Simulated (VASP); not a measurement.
A run of VASP 6.6.1 is set up as follows.

The input INCAR:

```
PREC = Accurate
ENCUT = 600
EDIFF = 1E-6
ISMEAR = -1
SIGMA = 0.02
LREAL = False
LASPH = True
NELM = 100
ALGO = Normal
ISIF = 3
LWAVE = False
LCHARG = False
GGA = PE
IBRION = 2
NSW = 80
EDIFFG = -0.005
```

Contents of KPOINTS:

```
Automatic mesh
0
Gamma
  10 10 10
```

The input POSCAR:

```
B3As2N
1.0
   -1.4954951376      4.4864854129      2.1149495061
    1.4954951376     -4.4864854129      2.1149495061
    1.4954951376      4.4864854129     -2.1149495061
N B As
1 3 2
Direct
    0.0000000000      0.0000000000      0.0000000000
    0.2500000000      0.7500000000      0.5000000000
    0.5833333333      0.7500000000      0.8333333333
    0.9166666667      0.7500000000      0.1666666667
    0.3333333333      0.0000000000      0.3333333333
    0.6666666667      0.0000000000      0.6666666667
```

Potentials or basis: VASP PAW PBE potentials, release 64 (N, B, As).

Launch:

```console
$ cat potpaw_PBE.64/N/POTCAR potpaw_PBE.64/B/POTCAR potpaw_PBE.64/As/POTCAR > POTCAR
$ mpirun -np 1 vasp_std > vasp.out
```

**Question.** Predict the space group after relaxing (to 0.1 Å).

**Answer.** Imm2 (No. 44).

**Question.** Predict the relaxed volume.

**Answer.** 10.98 Å³/atom.

Forces on the atoms (eV/Å):
```
N    0.000  0.000  0.002
B    0.000  0.000  0.001
B    0.000  0.001 -0.003
B    0.000 -0.001 -0.003
As   0.000 -0.004  0.001
As   0.000  0.004  0.001
```

Caveat: the volume moved by over 15 % at a fixed basis, so the end points are rough.
